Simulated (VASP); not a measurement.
The system is Y.

```
Y
1.0
     0.00000    2.55199    2.55199
     2.55199    0.00000    2.55199
     2.55199    2.55199    0.00000
Y
1
Direct
  0.00000 0.00000 0.00000
```

- Program: VASP 6.6.1
- Task: relaxation of cell and atoms
- Functional: PBE
- Potentials or basis: VASP PAW PBE potentials, release 64 (Y_sv)
- Cutoff: 600 eV
- k mesh: 7 × 7 × 7
- Occupations: fermi-dirac, width 0.05 eV
- Spin: no spin polarisation

At the start: pressure -1.1 GPa; volume 33.24 Å³/atom.

Where does the relaxation end?

Over 3 steps the energy falls by 3.1 meV/atom and the volume is 32.32 Å³/atom (-2.8 %); space group Fm-3m (No. 225, to 0.05 Å).

Step by step:
| step | energy change (eV) | largest force (eV/Å) | pressure (GPa) | volume (Å³) |
| --- | --- | --- | --- | --- |
| 1 | 0.0000 | 0.0000 | -1.06 | 33.24 |
| 2 | -0.0031 | 0.0000 | 0.16 | 32.20 |
| 3 | -0.0031 | 0.0000 | 0.00 | 32.32 |

Final structure:
```
Y
1.0
     0.00000    2.52814    2.52814
     2.52814    0.00000    2.52814
     2.52814    2.52814    0.00000
Y
1
Direct
  0.00000 0.00000 0.00000
```
